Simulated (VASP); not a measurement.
# ZnSe (F-43m) in VASP: G0W0 quasiparticle levels with PBE

Aim: the G0W0 quasiparticle levels of ZnSe with PBE.

Program: VASP 6.6.1. These are calculated values, not measurements. Logs are shortened: lines on timing, memory, paths and dates and some standing lists are left out, and cuts for length are marked.

### 1 The cell of the first run

It takes space group F-43m (No. 216, cubic). Conventional cell: a = 5.665 Å, b = 5.665 Å, c = 5.665 Å, α = 90.00°, β = 90.00°, γ = 90.00°. Within 3.2 Å of Zn (site symmetry -43m) lie 4 Se at 2.45 Å. Within 3.2 Å of Se (site symmetry -43m) lie 4 Zn at 2.45 Å.

### 2 G0W0 quasiparticle levels, PBE

POSCAR reads:

```
ZnSe
1.0
    0.0000000000      2.8324246769      2.8324246769
    2.8324246769      0.0000000000      2.8324246769
    2.8324246769      2.8324246769      0.0000000000
Zn Se
1 1
Direct
    0.0000000000      0.0000000000      0.0000000000
    0.2500000000      0.2500000000      0.2500000000
```

INCAR.step1 reads:

```
SYSTEM = ZnSe
ALGO = Normal
EDIFF = 1E-8
ENCUT = 500
GGA = PE
ISMEAR = 0
LASPH = .True.
LCHARG = .False.
LREAL = .False.
LWAVE = .True.
NELM = 60
PREC = Accurate
SIGMA = 0.01
```

INCAR.step2 reads:

```
SYSTEM = ZnSe
ALGO = Exact
EDIFF = 1E-8
ENCUT = 500
GGA = PE
ISMEAR = 0
ISTART = 1
LASPH = .True.
LCHARG = .False.
LOPTICS = .True.
LREAL = .False.
LWAVE = .True.
NBANDS = 82
NELM = 1
PREC = Accurate
SIGMA = 0.01
```

INCAR.step3 reads:

```
SYSTEM = ZnSe
ALGO = EVGW0
EDIFF = 1E-8
ENCUT = 500
ENCUTGW = 80.0
GGA = PE
ISMEAR = 0
ISTART = 1
LASPH = .True.
LCHARG = .False.
LREAL = .False.
LWAVE = .False.
NBANDS = 82
NBANDSGW = 17
NELMGW = 1
NOMEGA = 48
PREC = Accurate
PRECFOCK = Fast
SIGMA = 0.01
```

KPOINTS reads:

```
k-points
0
Gamma
  4 4 4
  0 0 0
```

Potentials or basis: VASP PAW PBE potentials, release 64 (Zn_GW, Se_GW).

The run is started by

```console
> cat potpaw_PBE.64/Zn_GW/POTCAR potpaw_PBE.64/Se_GW/POTCAR > POTCAR
> cp INCAR.step1 INCAR
> mpirun -np 1 vasp_std > vasp.out
> cp INCAR.step2 INCAR
> mpirun -np 1 vasp_std > vasp.out
> cp INCAR.step3 INCAR
> mpirun -np 1 vasp_std > vasp.out
```

OUTCAR:

```text
SYSTEM = ZnSe
   EDIFF = 1E-8
   ENCUT = 500
   ENCUTGW = 80.0
   GGA = PE
   ISMEAR = 0
   ISTART = 1
   LASPH = .True.
   LREAL = .False.
   NELMGW = 1
   PREC = Accurate
   PRECFOCK = Fast

 ion  position               nearest neighbor table
   1  0.000  0.000  0.000-   2 2.45   2 2.45   2 2.45   2 2.45
   2  0.250  0.250  0.250-   1 2.45   1 2.45   1 2.45   1 2.45

  LATTYP: Found a face centered cubic cell.
 ALAT       =     5.6648493538

  Lattice vectors:

 A1 = (   0.0000000000,   2.8324246769,   2.8324246769)
 A2 = (   2.8324246769,   0.0000000000,   2.8324246769)
 A3 = (   2.8324246769,   2.8324246769,   0.0000000000)

Analysis of symmetry for initial positions (statically):
=====================================================================
 Subroutine PRICEL returns:
 Original cell was already a primitive cell.

 Routine SETGRP: Setting up the symmetry group for a
 face centered cubic supercell.

 Subroutine GETGRP returns: Found 24 space group operations
 (whereof 24 operations were pure point group operations)
 out of a pool of 48 trial point group operations.

The static configuration has the point symmetry T_d .

Analysis of symmetry for dynamics (positions and initial velocities):
=====================================================================
 Subroutine PRICEL returns:
 Original cell was already a primitive cell.

 Routine SETGRP: Setting up the symmetry group for a
 face centered cubic supercell.

 Subroutine GETGRP returns: Found 24 space group operations
 (whereof 24 operations were pure point group operations)
 out of a pool of 48 trial point group operations.

The dynamic configuration has the point symmetry T_d .

 Subroutine INISYM returns: Found 24 space group operations
 (whereof 24 operations are pure point group operations),
 and found     1 'primitive' translations

----------------------------------------------------------------------------------------

                                     Primitive cell

  volume of cell :      45.4470

  direct lattice vectors                    reciprocal lattice vectors
     0.000000000  2.832424677  2.832424677    -0.176527201  0.176527201  0.176527201
     2.832424677  0.000000000  2.832424677     0.176527201 -0.176527201  0.176527201
     2.832424677  2.832424677  0.000000000     0.176527201  0.176527201 -0.176527201

  length of vectors
     4.005653392  4.005653392  4.005653392     0.305754081  0.305754081  0.305754081

  position of ions in fractional coordinates (direct lattice)
     0.000000000  0.000000000  0.000000000
     0.250000000  0.250000000  0.250000000

  ion indices of the primitive-cell ions
   primitive index   ion index
                 1           1
                 2           2

----------------------------------------------------------------------------------------

 KPOINTS: k-points

Automatic generation of k-mesh.
 Grid dimensions read from file:
 generate k-points for:    4    4    4

 Generating k-lattice:

  Cartesian coordinates                     Fractional coordinates (reciprocal lattice)
    -0.044131800  0.044131800  0.044131800     0.250000000  0.000000000  0.000000000
     0.044131800 -0.044131800  0.044131800     0.000000000  0.250000000  0.000000000
     0.044131800  0.044131800 -0.044131800     0.000000000  0.000000000  0.250000000

  Length of vectors
     0.076438520  0.076438520  0.076438520

  Shift w.r.t. Gamma in fractional coordinates (k-lattice)
     0.000000000  0.000000000  0.000000000

 Subroutine IBZKPT returns following result:
 ===========================================

 Found      8 irreducible k-points:

 Following reciprocal coordinates:
            Coordinates               Weight
  0.000000  0.000000  0.000000      1.000000
  0.250000  0.000000  0.000000      8.000000
  0.500000  0.000000  0.000000      4.000000
  0.250000  0.250000  0.000000      6.000000
  0.500000  0.250000  0.000000     24.000000
 -0.250000  0.250000  0.000000     12.000000
  0.500000  0.500000  0.000000      3.000000
 -0.250000  0.500000  0.250000      6.000000
   k-points           NKPTS =      8   k-points in BZ     NKDIM =     64   number of bands    NBANDS=     82
   number of dos      NEDOS =    301   number of ions     NIONS =      2
   total plane-waves  NPLWV =  27000
   dimension x,y,z NGX =    30 NGY =   30 NGZ =   30
   dimension x,y,z NGXF=    60 NGYF=   60 NGZF=   60
   ions per type =               1   1
   NGX,Y,Z   is equivalent  to a cutoff of  12.45, 12.45, 12.45 a.u.
   NGXF,Y,Z  is equivalent  to a cutoff of  24.90, 24.90, 24.90 a.u.
 SYSTEM =  ZnSe
   PREC   = accura    normal or accurate (medium, high low for compatibility)
   ISTART =      1    job   : 0-new  1-cont  2-samecut
   ICHARG =      0    charge: 1-file 2-atom 10-const
   ISPIN  =      1    spin polarized calculation?
   LNONCOLLINEAR =      F non collinear calculations
   LSORBIT =      F    spin-orbit coupling
   LASPH  =      T    aspherical Exc in radial PAW
   ENCUT  =  500.0 eV  36.75 Ry    6.06 a.u.   7.30  7.30  7.30*2*pi/ulx,y,z
   NELM   =     60;   NELMIN=  2; NELMDL=  0     # of ELM steps
   EDIFF  = 0.1E-07   stopping-criterion for ELM
   LREAL  =      F    real-space projection
   EDIFFG = 0.1E-06   stopping-criterion for IOM
   NSW    =      0    number of steps for IOM
   IBRION =     -1    ionic relax: 0-MD 1-quasi-New 2-CG
   NFREE  =      0    steps in history (QN), initial steepest desc. (CG)
   ISIF   =      0    stress and relaxation
   ISYM   =      3    0-nonsym 1-usesym 2-fastsym
   POTIM  = 0.5000    time-step for ionic-motion
   TEBEG  =    0.0;   TEEND  =   0.0 temperature during run
   PSTRESS=    0.0 pullay stress
   NELECT =      18.0000    total number of electrons
   NUPDOWN=      -1.0000    fix difference up-down
   EMIN   =  10.00;   EMAX   =-10.00  energy-range for DOS
   EFERMI =   0.00;   METHOD = LEGACY
   ISMEAR =     0;   SIGMA  =   0.01  broadening in eV -4-tet -1-fermi 0-gaus
   EFERMI_NEDOS =   21; number of points for ismear=-14 and -15
   IALGO  =     38    algorithm
   IMIX   =      4    mixing-type and parameters
     AMIX     =   0.40;   BMIX     =  1.00
     AMIX_MAG =   1.60;   BMIX_MAG =  1.00
  volume/ion in A,a.u.               =      22.72       153.35
  Fermi-wavevector in a.u.,A,eV,Ry     =   1.202257  2.271936 19.666157  1.445422
  Thomas-Fermi vector in A             =   2.338043
   LORBIT       =      0    0 simple, 1 ext, 2 COOP (PROOUT), +10 PAW based schemes
   GGA     = PE    functional components
   LHFCALC =     T    Hartree Fock is set to
   PRECFOCK=fast      Normal, Fast or Accurate (Low or Medium for compatibility)
   ENCUT4O =  -1.0   cutoff for four orbital integrals eV
   NKREDX  =     1    reduce k-point grid by
   NKREDY  =     1    reduce k-point grid by
   NKREDZ  =     1    reduce k-point grid by
   AEXX    =    1.0000 exact exchange contribution
   HFSCREEN=    0.0000 screening length (either q_TF or 0.3 A-1)
   HFSCREENC=   0.0000 screening length for correlation (either q_TF or 0.3 A-1)
   ENCUTFOCK=  -1.0 apply spherical cutoff to Coloumb kernel
   IVDW    =     0    specifies the selected vdW correction
   LEPSILON=     F    determine dielectric tensor
   LRPA    =     F    only Hartree local field effects (RPA)
   LRPAFORCE           =     F    calculate RPA forces
   ENCUTGW             =  80.0    cutoff for response function in eV
   ENCUTGWSOFT         =  64.0    soft cutoff for Coulomb kernel in GW response function in eV
   ENCUTLF             =  -1.0    cutoff for local field effects
   NELMGW              =     1    number of iterations in solving QP/BSE equation
   NELMHF              =     1    number of iterations in the inner HF iteration
   NKREDLFX            =     1    NKREDLFY  =   1   NKREDLFZ  =   1
 non-spin polarized calculation
 Gauss-broadening in eV      SIGMA  =   0.01
  energy-cutoff  :      500.00
  volume of cell :       45.45
 maximum number of plane-waves:      1174
 NGX is ok and might be reduce to    30
  NGX = 18; NGY = 18; NGZ = 18
   NGX = 15   NGY = 15   NGZ = 15
 maximum number of plane-waves:        80
 NGX is ok and might be reduce to    14

 QP shifts <psi_nk| G(iteration)W_0 |psi_nk>: iteration 1
 for sc-GW calculations column KS-energies equals QP-energies in previous step
 and V_xc(KS)=  KS-energies - (<T + V_ion + V_H > + <T+V_H+V_ion>^1  + <V_x>^1)

 k-point   1 :       0.0000    0.0000    0.0000
  band No.  KS-energies  QP-energies   sigma(KS)   V_xc(KS)     V^pw_x(r,r')   Z            occupation Imag(sigma)

      1     -10.5740     -10.8891     -12.7990     -12.3143     -19.8487       0.6499       2.0000       1.1238
      2      -3.8875      -5.8747     -22.6316     -19.6823     -30.8557       0.6738       2.0000       0.2207
      3      -3.8875      -5.8747     -22.6316     -19.6823     -30.8557       0.6738       2.0000       0.2207
      4      -3.8875      -5.8747     -22.6316     -19.6823     -30.8557       0.6738       2.0000       0.2207
      5      -3.5191      -5.6458     -23.6322     -20.4961     -32.0550       0.6781       2.0000       0.1985
      6      -3.5191      -5.6458     -23.6322     -20.4961     -32.0550       0.6781       2.0000       0.1985
[... 9 lines left out ...]
     16      14.1333      14.4357      -9.9300     -10.3325      -5.0154       0.7514       0.0000      -0.2794
     17      15.7241      15.6243      -7.7442      -7.6132      -2.2731       0.7623       0.0000      -0.5275

 k-point   2 :       0.2500    0.0000    0.0000
  band No.  KS-energies  QP-energies   sigma(KS)   V_xc(KS)     V^pw_x(r,r')   Z            occupation Imag(sigma)

      1     -10.2093     -10.5216     -13.0357     -12.5597     -19.9650       0.6561       2.0000       1.0940
      2      -3.8371      -5.8380     -22.7472     -19.7814     -30.9915       0.6747       2.0000       0.2195
      3      -3.8371      -5.8380     -22.7472     -19.7814     -30.9915       0.6747       2.0000       0.2195
      4      -3.8249      -5.7498     -21.9758     -19.1297     -29.9302       0.6763       2.0000       0.2263
      5      -3.5191      -5.6502     -23.6278     -20.4930     -32.0548       0.6798       2.0000       0.1994
      6      -3.5191      -5.6502     -23.6278     -20.4930     -32.0548       0.6798       2.0000       0.1994
[... 9 lines left out ...]
     16      13.3889      13.3466      -7.3991      -7.3430      -2.2284       0.7528       0.0000      -0.3026
     17      16.6507      16.8690      -8.5014      -8.7918      -2.8148       0.7518       0.0000      -0.5567

 k-point   3 :       0.5000    0.0000    0.0000
  band No.  KS-energies  QP-energies   sigma(KS)   V_xc(KS)     V^pw_x(r,r')   Z            occupation Imag(sigma)
[... 85 lines left out ...]
      1      -9.5082      -9.7992     -13.6005     -13.1705     -20.3652       0.6767       2.0000       1.0216
      2      -3.8558      -5.6965     -21.0766     -18.3623     -28.6979       0.6781       2.0000       0.2327
      3      -3.6348      -5.7047     -23.3354     -20.2835     -31.7142       0.6782       2.0000       0.2146
      4      -3.6348      -5.7047     -23.3354     -20.2835     -31.7142       0.6782       2.0000       0.2146
      5      -3.4710      -5.6199     -23.7505     -20.6036     -32.2083       0.6829       2.0000       0.1982
      6      -3.3383      -5.4061     -23.2422     -20.2058     -31.5246       0.6810       2.0000       0.2119
[... 9 lines left out ...]
     16      17.0831      17.4093      -9.8995     -10.3316      -4.4719       0.7549       0.0000      -0.5445
     17      17.0831      17.4093      -9.8995     -10.3316      -4.4719       0.7549       0.0000      -0.5445

 k-point   8 :      -0.2500    0.5000    0.2500
  band No.  KS-energies  QP-energies   sigma(KS)   V_xc(KS)     V^pw_x(r,r')   Z            occupation Imag(sigma)

      1      -9.5032      -9.7914     -13.6142     -13.1853     -20.3859       0.6720       2.0000       1.0131
      2      -3.7704      -5.7557     -22.4455     -19.5192     -30.5391       0.6784       2.0000       0.2196
      3      -3.6809      -5.7553     -23.2888     -20.2283     -31.6814       0.6778       2.0000       0.2146
      4      -3.5514      -5.6143     -23.1420     -20.0963     -31.4021       0.6773       2.0000       0.2046
      5      -3.5486      -5.6709     -23.6128     -20.4860     -32.0669       0.6787       2.0000       0.2062
      6      -3.2166      -5.3135     -23.6328     -20.5676     -31.9887       0.6841       2.0000       0.2098
[... 9 lines left out ...]
     16      16.7621      16.9122      -9.0036      -9.2031      -3.4335       0.7523       0.0000      -0.5726
     17      17.3046      17.7989      -9.6353     -10.2974      -3.9197       0.7465       0.0000      -0.5803
```

It took 2.1 min on 1 thread of Intel Xeon Platinum 8488C (Sapphire Rapids), shared host; peak memory 0.43 GiB.

What came out:

| Property | Result |
| --- | --- |
| Quasiparticle gap | 2.40 eV |
| Least direct quasiparticle gap | 2.40 eV |
| Band gap of the starting levels on the mesh | 1.27 eV |
| Least direct gap of the starting levels on the mesh | 1.27 eV |

Caveat: the k points lie up to 0.48 Å⁻¹ apart; bands, screening cutoff and mesh are small and nothing is extrapolated, so the quasiparticle values aren't converged.
